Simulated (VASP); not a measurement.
CoGe: relaxation of volume and atoms at fixed shape with LDA

CoGe:

```
Co Ge
1.0
     4.52607    0.00000    0.00000
     0.00000    4.52607    0.00000
     0.00000    0.00000    4.52607
Co Ge
4 4
Direct
  0.13804 0.13804 0.13804
  0.63804 0.36196 0.86196
  0.86196 0.63804 0.36196
  0.36196 0.86196 0.63804
  0.83972 0.83972 0.83972
  0.33972 0.66028 0.16028
  0.16028 0.33972 0.66028
  0.66028 0.16028 0.33972
```

- Program: VASP 6.6.1
- Task: relaxation of volume and atoms at fixed shape
- Functional: LDA
- Potentials or basis: VASP PAW LDA potentials, release 64 (Co, Ge_d)
- Cutoff: 600 eV
- k mesh: 8 × 8 × 8
- Occupations: gaussian, width 0.05 eV
- Spin: no spin polarisation
- Target pressure: 5 GPa
- Dipole correction: no
- Further INCAR settings: ALGO = Normal; EDIFF = 1e-07; IBRION = 2; EDIFFG = -0.01; NSW = 60; ISIF = 8

```yaml
Relaxed_volume: 11.34 Å³/atom
Relaxed_cell: a = 4.493 Å, b = 4.493 Å, c = 4.493 Å, α = 90.00°, β = 90.00°, γ = 90.00°
Space_group_after_relaxing_to_0.1_Å: P2_13 (No. 198)
Energy_change_on_relaxing_the_run_minimises_the_enthalpy: +4.0 meV/atom
Ionic_steps: 11
Pressure_after_relaxing: 5.0 GPa
Band_gap_on_the_k_mesh: zero (bands 46 and 47 overlap by 0.25 eV)
```

The path:
```tsv
step	energy change (eV)	largest force (eV/Å)	pressure (GPa)	volume (Å³)
1	0.0000	0.0343	0.51	92.72
2	0.1613	0.2157	12.10	88.42
3	0.0302	0.1064	4.95	90.92
4	0.0313	0.1078	5.07	90.89
5	0.0311	0.0823	5.02	90.83
6	0.0338	0.0368	5.11	90.67
7	0.0335	0.0327	5.12	90.68
8	0.0290	0.0080	4.76	90.82
9	0.0303	0.0156	4.82	90.78
10	0.0334	0.0151	5.07	90.68
11	0.0319	0.0009	4.98	90.73
```

Final structure:
```cif
data_structure
_symmetry_space_group_name_H-M 'P 1'
_symmetry_Int_Tables_number 1
_cell_length_a 4.4934
_cell_length_b 4.4934
_cell_length_c 4.4934
_cell_angle_alpha 90.000
_cell_angle_beta 90.000
_cell_angle_gamma 90.000
_cell_volume 90.73
loop_
_atom_site_label
_atom_site_type_symbol
_atom_site_fract_x
_atom_site_fract_y
_atom_site_fract_z
_atom_site_occupancy
Co1 Co 0.14045 0.14045 0.14045 1
Co2 Co 0.64045 0.35955 0.85955 1
Co3 Co 0.85955 0.64045 0.35955 1
Co4 Co 0.35955 0.85955 0.64045 1
Ge1 Ge 0.84042 0.84042 0.84042 1
Ge2 Ge 0.34042 0.65958 0.15958 1
Ge3 Ge 0.15958 0.34042 0.65958 1
Ge4 Ge 0.65958 0.15958 0.34042 1
```

Levels at points of the mesh, in eV from the Fermi level:
| k point | band 42 | band 43 | band 44 | band 45 | band 46 | band 47 | band 48 | band 49 | band 50 | band 51 |
| --- | --- | --- | --- | --- | --- | --- | --- | --- | --- | --- |
| (0.00, 0.00, 0.00) | -0.79 | -0.73 | -0.73 | -0.03 | -0.03 | -0.03 | 2.06 | 2.06 | 2.06 | 3.03 |
| (0.50, 0.00, 0.00) | -0.96 | -0.60 | -0.60 | -0.43 | -0.43 | 1.06 | 1.06 | 1.16 | 1.16 | 4.04 |
| (0.50, 0.50, 0.00) | -1.42 | -0.92 | -0.92 | 0.01 | 0.01 | 0.44 | 0.44 | 1.69 | 1.69 | 2.43 |
| (0.50, 0.50, 0.50) | -1.07 | -1.07 | -1.07 | -0.24 | -0.24 | -0.24 | -0.24 | 4.96 | 4.96 | 4.96 |

Run time: 29 min on 1 thread of Intel(R) Xeon(R) Platinum 8259CL CPU @ 2.50GHz (Skylake/Cascade Lake) (shared host), peak memory 0.34 GiB.

Caveat: the cell is relaxed towards a set pressure, so the run minimises the enthalpy, not the energy; the run has no spin polarisation, though such a crystal can be magnetic. Spin polarisation is off, so any magnetic state and its effect on volume and gap are missing.
